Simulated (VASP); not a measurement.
# BN in VASP: further runs, part 2 of 3

VASP 6.6.1. Earlier steps stand in the parts before.

### Step 4. Electric field gradients, PBEsol (zz strain of +2 %)

Input file INCAR:

```
PREC = Accurate
ENCUT = 520
EDIFF = 1E-8
ISMEAR = -1
SIGMA = 0.03
LREAL = False
LASPH = True
NELM = 100
ALGO = Normal
ISIF = 2
LWAVE = False
LCHARG = False
GGA = PS
LEFG = True
NBANDS = 16
```

Input file KPOINTS:

```
regular mesh
0
Gamma
  11 11 4
```

Input file POSCAR:

```
BN
1.0
    2.5039917043      0.0000000000      0.0000000000
   -1.2519958522      2.1685204268      0.0000000000
    0.0000000000      0.0000000000      6.7944240000
B N
2 2
Direct
    0.3333333333      0.6666666667      0.2500000000
    0.6666666667      0.3333333333      0.7500000000
    0.3333333333      0.6666666667      0.7500000000
    0.6666666667      0.3333333333      0.2500000000
```

Potentials or basis: VASP PAW PBE potentials, release 64 (B, N).

Launch:

```sh
$ cat potpaw_PBE.64/B/POTCAR potpaw_PBE.64/N/POTCAR > POTCAR
$ mpirun -np 1 vasp_std > vasp.out
```

OUTCAR:

```text
PREC = Accurate
   ENCUT = 520
   EDIFF = 1E-8
   ISMEAR = -1
   LREAL = False
   LASPH = True
   NELM = 100
   ISIF = 2
   GGA = PS

 ion  position               nearest neighbor table
   1  0.333  0.667  0.250-   4 1.45   4 1.45   4 1.45
   2  0.667  0.333  0.750-   3 1.45   3 1.45   3 1.45
   3  0.333  0.667  0.750-   2 1.45   2 1.45   2 1.45
   4  0.667  0.333  0.250-   1 1.45   1 1.45   1 1.45

  LATTYP: Found a hexagonal cell.
 ALAT       =     2.5039917043
 C/A-ratio  =     2.7134371046

  Lattice vectors:

 A1 = (   2.5039917043,   0.0000000000,   0.0000000000)
 A2 = (  -1.2519958522,   2.1685204268,   0.0000000000)
 A3 = (   0.0000000000,   0.0000000000,   6.7944240000)

Analysis of symmetry for initial positions (statically):
=====================================================================
 Subroutine PRICEL returns:
 Original cell was already a primitive cell.

 Routine SETGRP: Setting up the symmetry group for a
 hexagonal supercell.

 Subroutine GETGRP returns: Found 24 space group operations
 (whereof 12 operations were pure point group operations)
 out of a pool of 24 trial point group operations.

The static configuration has the point symmetry D_3d.
 The point group associated with its full space group is D_6h.

Analysis of symmetry for dynamics (positions and initial velocities):
=====================================================================
 Subroutine PRICEL returns:
 Original cell was already a primitive cell.

 Routine SETGRP: Setting up the symmetry group for a
 hexagonal supercell.

 Subroutine GETGRP returns: Found 24 space group operations
 (whereof 12 operations were pure point group operations)
 out of a pool of 24 trial point group operations.

The dynamic configuration has the point symmetry D_3d.
 The point group associated with its full space group is D_6h.

 Subroutine INISYM returns: Found 24 space group operations
 (whereof 12 operations are pure point group operations),
 and found     1 'primitive' translations

----------------------------------------------------------------------------------------

                                     Primitive cell

  volume of cell :      36.8934

  direct lattice vectors                    reciprocal lattice vectors
     2.503991704  0.000000000  0.000000000     0.399362345  0.230571958  0.000000000
    -1.251995852  2.168520427  0.000000000     0.000000000  0.461143915  0.000000000
     0.000000000  0.000000000  6.794424000     0.000000000  0.000000000  0.147179511

  length of vectors
     2.503991704  2.503991704  6.794424000     0.461143915  0.461143915  0.147179511

  position of ions in fractional coordinates (direct lattice)
     0.333333333  0.666666667  0.250000000
     0.666666667  0.333333333  0.750000000
     0.333333333  0.666666667  0.750000000
     0.666666667  0.333333333  0.250000000

  ion indices of the primitive-cell ions
   primitive index   ion index
                 1           1
                 2           2
                 3           3
                 4           4

[... 84 lines left out ...]
   EMIN   =  10.00;   EMAX   =-10.00  energy-range for DOS
   EFERMI =   0.00;   METHOD = LEGACY
   ISMEAR =    -1;   SIGMA  =   0.03  broadening in eV -4-tet -1-fermi 0-gaus
   EFERMI_NEDOS =   21; number of points for ismear=-14 and -15
   IALGO  =     38    algorithm
   IMIX   =      4    mixing-type and parameters
     AMIX     =   0.40;   BMIX     =  1.00
     AMIX_MAG =   1.60;   BMIX_MAG =  1.00
  volume/ion in A,a.u.               =       9.22        62.24
  Fermi-wavevector in a.u.,A,eV,Ry     =   1.239173  2.341697 20.892410  1.535549
  Thomas-Fermi vector in A             =   2.373667
   LORBIT       =      0    0 simple, 1 ext, 2 COOP (PROOUT), +10 PAW based schemes
   GGA     = PS    functional components
   LHFCALC =     F    Hartree Fock is set to
   AEXX    =    0.0000 exact exchange contribution
   IVDW    =     0    specifies the selected vdW correction
   LEPSILON=     F    determine dielectric tensor
   LRPA    =     F    only Hartree local field effects (RPA)
 non-spin polarized calculation
  energy-cutoff  :      520.00
  volume of cell :       36.89
 maximum number of plane-waves:      1010
 NGX is ok and might be reduce to    20
   NGX =  9   NGY =  9   NGZ = 25

 number of electron      16.0000000 magnetization

 Free energy of the ion-electron system (eV)
  ---------------------------------------------------
  ext. energy  EPLUGINS =         0.00000000
  ---------------------------------------------------
  free energy    TOTEN  =       -36.56894265 eV

  energy without entropy =      -36.56894265  energy(sigma->0) =      -36.56894265

 E-fermi :   2.7130     XC(G=0): -10.1484

 val. band max:        2.0310941021   @ k =   0.3636   0.2727   0.0000
 cond. band min:       6.2953973540   @ k =   0.4545   0.0909   0.0000
 fundamental gap:      4.2643032520
 Fermi energy:         2.7130050990

 k-point     1 :       0.0000    0.0000    0.0000
  band No.  band energies     occupation
      1     -15.7299      2.00000
      2     -15.4753      2.00000
      3      -4.1852      2.00000
      4      -2.2366      2.00000
      5       0.7020      2.00000
      6       0.7020      2.00000
[... 433 lines left out ...]
      3      -2.7095      2.00000
      4      -2.6635      2.00000
      5      -2.4036      2.00000
      6      -1.1959      2.00000
[... 8 lines left out ...]
     15      16.7366      0.00000
     16      16.8287      0.00000

 [... further k-points ...]
[... 5 lines left out ...]
  --------------------------------------------------------------------------------------
  -------------------------------------------------------------------------------------
  Total        0.1622701      0.1622701      0.0708255     -0.0000000     -0.0000000     -0.0000000
  in kB        7.0469323      7.0469323      3.0757508     -0.0000000     -0.0000000     -0.0000000
  external PRESSURE =       5.7232051 kB  Pullay stress =       0.0000000 kB

 VOLUME and BASIS-vectors are now :
 -----------------------------------------------------------------------------
  energy-cutoff  :      520.00
  volume of cell :       36.89
      direct lattice vectors                 reciprocal lattice vectors
     2.503991704  0.000000000  0.000000000     0.399362345  0.230571958  0.000000000
    -1.251995852  2.168520427  0.000000000     0.000000000  0.461143915  0.000000000
     0.000000000  0.000000000  6.794424000     0.000000000  0.000000000  0.147179511

 POSITION                                       TOTAL-FORCE (eV/Angst)
 -----------------------------------------------------------------------------------
     -0.00000      1.44568      1.69861        -0.000000      0.000000      0.000000
      1.25200      0.72284      5.09582         0.000000     -0.000000      0.000000
     -0.00000      1.44568      5.09582         0.000000      0.000000      0.000000
      1.25200      0.72284      1.69861         0.000000     -0.000000      0.000000
 -----------------------------------------------------------------------------------
    total drift:                                0.000000     -0.000000      0.000000

  FREE ENERGIE OF THE ION-ELECTRON SYSTEM (eV)
  ---------------------------------------------------
  free  energy   TOTEN  =       -36.5689426538 eV

  energy  without entropy=      -36.5689426538  energy(sigma->0) =      -36.56894265

 Electric field gradients (V/A^2)
---------------------------------------------------------------------
 ion       V_xx      V_yy      V_zz      V_xy      V_xz      V_yz
---------------------------------------------------------------------
   1     -17.310   -17.310    34.620     0.000    -0.000     0.000
   2     -17.310   -17.310    34.620     0.000     0.000    -0.000
   3      -2.171    -2.172     4.343    -0.001     0.000    -0.000
   4      -2.171    -2.172     4.343    -0.001    -0.000     0.000
---------------------------------------------------------------------

 Electric field gradients after diagonalization (V/A^2)
 (convention: |V_zz| > |V_xx| > |V_yy|)
----------------------------------------------------------------------
 ion       V_xx      V_yy      V_zz     asymmetry (V_yy - V_xx)/ V_zz
----------------------------------------------------------------------
   1     -17.310   -17.310    34.620       0.000
   2     -17.310   -17.310    34.620       0.000
   3      -2.172    -2.171     4.343       0.000
   4      -2.172    -2.171     4.343       0.000
----------------------------------------------------------------------

           NMR quadrupolar parameters

 Cq : quadrupolar parameter    Cq=e*Q*V_zz/h
 eta: asymmetry parameters     (V_yy - V_xx)/ V_zz
 Q  : nuclear electric quadrupole moment in mb (millibarn)
----------------------------------------------------------------------
 ion       Cq(MHz)       eta       Q (mb)
----------------------------------------------------------------------
   1       0.084       0.000       1.000
   2       0.084       0.000       1.000
   3       0.011       0.000       1.000
   4       0.011       0.000       1.000
----------------------------------------------------------------------
```

Wall time 13 s (1 thread of Intel Xeon 6975P-C (Granite Rapids), shared host); peak memory 0.15 GiB.

Results:

```
Free energy            : -36.5689 eV
Pressure               : 0.6 GPa
Band gap on the k mesh : 4.26 eV, indirect (least direct gap 4.61 eV)
```

Electric field gradients, principal values (V/Å²):
| atom | least | middle | greatest (by size) |
| --- | --- | --- | --- |
| 1 B | -17.310 | -17.310 | 34.620 |
| 2 B | -17.310 | -17.310 | 34.620 |
| 3 N | -2.171 | -2.172 | 4.343 |
| 4 N | -2.171 | -2.172 | 4.343 |

Caveat: the cell differs from its parent crystal (zz strain of +2 %); without QUAD_EFG the Cq values of the log hold for a quadrupole moment of 1 mb, not for the nuclei; the PAW data sets were made with another functional, which shifts forces and pressure a little; this functional lacks dispersion, which binds the layers, so the pressure and a relaxed spacing across them are unreliable. A k mesh can miss the band edges.

### Step 5. Electric field gradients, PBEsol (zz strain of +2 %)

Input file INCAR:

```
SYSTEM = BN
PREC     = Accurate       ! precision mode
ENCUT    = 520            ! plane-wave cutoff, eV
EDIFF    = 1E-8           ! SCF threshold, eV
ISMEAR   = -1             ! smearing method
SIGMA    = 0.03           ! smearing width, eV
LREAL    = .FALSE.        ! projectors in reciprocal space
LASPH    = .TRUE.         ! aspherical terms in the spheres
NELM     = 80             ! most SCF steps
ALGO     = Normal         ! electronic algorithm
ISIF     = 2              ! what is computed and relaxed
LWAVE    = .FALSE.        ! write WAVECAR
LCHARG   = .FALSE.        ! write CHGCAR
GGA      = PS             ! functional
LEFG     = .TRUE.       
NBANDS   = 16             ! bands
```

Input file KPOINTS:

```
Automatic mesh
0
G
  11 11 4
  0 0 0
```

POSCAR is that of step 4.

Potentials or basis: VASP PAW PBE potentials, release 64 (B, N).

Launch:

```sh
$ cat potpaw_PBE.64/B/POTCAR potpaw_PBE.64/N/POTCAR > POTCAR
$ mpirun -np 1 vasp_std > vasp.out
```

OUTCAR:

```text
SYSTEM = BN
   PREC = Accurate
   ENCUT = 520
   EDIFF = 1E-8
   ISMEAR = -1
   LREAL = .FALSE.
   LASPH = .TRUE.
   NELM = 80
   ISIF = 2
   GGA = PS

 ion  position               nearest neighbor table
   1  0.333  0.667  0.250-   4 1.45   4 1.45   4 1.45
   2  0.667  0.333  0.750-   3 1.45   3 1.45   3 1.45
   3  0.333  0.667  0.750-   2 1.45   2 1.45   2 1.45
   4  0.667  0.333  0.250-   1 1.45   1 1.45   1 1.45

  LATTYP: Found a hexagonal cell.
 ALAT       =     2.5039917043
 C/A-ratio  =     2.7134371046

[... 686 lines left out ...]
---------------------------------------------------------------------
 ion       V_xx      V_yy      V_zz      V_xy      V_xz      V_yz
---------------------------------------------------------------------
   1     -17.310   -17.310    34.620     0.000    -0.000     0.000
   2     -17.310   -17.310    34.620     0.000     0.000    -0.000
   3      -2.171    -2.172     4.343    -0.001     0.000    -0.000
   4      -2.171    -2.172     4.343    -0.001    -0.000     0.000
---------------------------------------------------------------------

 Electric field gradients after diagonalization (V/A^2)
 (convention: |V_zz| > |V_xx| > |V_yy|)
----------------------------------------------------------------------
 ion       V_xx      V_yy      V_zz     asymmetry (V_yy - V_xx)/ V_zz
----------------------------------------------------------------------
   1     -17.310   -17.310    34.620       0.000
   2     -17.310   -17.310    34.620       0.000
   3      -2.172    -2.171     4.343       0.000
   4      -2.172    -2.171     4.343       0.000
----------------------------------------------------------------------

           NMR quadrupolar parameters

 Cq : quadrupolar parameter    Cq=e*Q*V_zz/h
 eta: asymmetry parameters     (V_yy - V_xx)/ V_zz
 Q  : nuclear electric quadrupole moment in mb (millibarn)
----------------------------------------------------------------------
 ion       Cq(MHz)       eta       Q (mb)
----------------------------------------------------------------------
   1       0.084       0.000       1.000
   2       0.084       0.000       1.000
   3       0.011       0.000       1.000
   4       0.011       0.000       1.000
----------------------------------------------------------------------
```

OSZICAR:

```text
N       E                     dE             d eps       ncg     rms          rms(c)
DAV:   1     0.503145896573E+02    0.50315E+02   -0.78981E+03  1536   0.920E+02
DAV:   2    -0.365899230324E+02   -0.86905E+02   -0.77892E+02  2144   0.220E+02
DAV:   3    -0.400056103611E+02   -0.34157E+01   -0.33938E+01  1952   0.435E+01
DAV:   4    -0.400291585229E+02   -0.23548E-01   -0.23538E-01  1968   0.393E+00
DAV:   5    -0.400293843814E+02   -0.22586E-03   -0.22586E-03  1904   0.376E-01    0.110E+01
DAV:   6    -0.369522447597E+02    0.30771E+01   -0.48855E+00  1992   0.168E+01    0.504E+00
DAV:   7    -0.366568712968E+02    0.29537E+00   -0.52226E-01  2064   0.525E+00    0.310E+00
DAV:   8    -0.365725482565E+02    0.84323E-01   -0.22135E-01  1920   0.313E+00    0.460E-01
DAV:   9    -0.365681387237E+02    0.44095E-02   -0.14100E-02  1744   0.954E-01    0.180E-01
DAV:  10    -0.365688466398E+02   -0.70792E-03   -0.11756E-03  1816   0.250E-01    0.306E-02
DAV:  11    -0.365689328956E+02   -0.86256E-04   -0.71875E-05  1864   0.661E-02    0.220E-02
DAV:  12    -0.365689424921E+02   -0.95965E-05   -0.23011E-05  1672   0.323E-02    0.197E-03
DAV:  13    -0.365689425881E+02   -0.96012E-07   -0.55274E-07  2104   0.585E-03    0.911E-04
DAV:  14    -0.365689426551E+02   -0.67005E-07   -0.10306E-07  1648   0.209E-03    0.231E-04
DAV:  15    -0.365689426538E+02    0.12733E-08   -0.85230E-10  1640   0.272E-04
   1 F= -.36568943E+02 E0= -.36568943E+02  d E =-.441188E-11
```

stdout:

```text
POSCAR found type information on POSCAR B N
 POSCAR found :  2 types and       4 ions
 scaLAPACK will be used
 -----------------------------------------------------------------------------
|                                                                             |
|                                                                             |
|     You enforced a specific xc type in the INCAR file but a different       |
|     I HOPE YOU KNOW WHAT YOU ARE DOING!                                     |
|                                                                             |
 -----------------------------------------------------------------------------

 LDA part: xc-table for (Slater+PW92), standard interpolation
 POSCAR, INCAR and KPOINTS ok, starting setup
 FFT: planning ... GRIDC
 FFT: planning ... GRID_SOFT
 FFT: planning ... GRID
 WAVECAR not read
 entering main loop
ion   1

ion   2

ion   3

ion   4
```

It took 13 s on 1 thread of Intel Xeon 6975P-C (Granite Rapids), shared host; peak memory 0.15 GiB.

Results:

| Item | Value |
| --- | --- |
| Free energy | -36.5689 eV |
| Pressure | 0.6 GPa |
| Band gap on the k mesh | 4.26 eV, indirect (least direct gap 4.61 eV) |

Stress tensor (GPa, compression positive):
```
0.70 0.00 0.00
0.00 0.70 0.00
0.00 0.00 0.31
```

Electric field gradients, principal values (V/Å²):
| atom | least | middle | greatest (by size) |
| --- | --- | --- | --- |
| 1 B | -17.310 | -17.310 | 34.620 |
| 2 B | -17.310 | -17.310 | 34.620 |
| 3 N | -2.171 | -2.172 | 4.343 |
| 4 N | -2.171 | -2.172 | 4.343 |

Caveat: the cell differs from its parent crystal (zz strain of +2 %); without QUAD_EFG the Cq values of the log hold for a quadrupole moment of 1 mb, not for the nuclei; the PAW data sets were made with another functional, which shifts forces and pressure a little; this functional lacks dispersion, which binds the layers, so the pressure and a relaxed spacing across them are unreliable. A k mesh can miss the band edges.

[end of part 2 of 3]
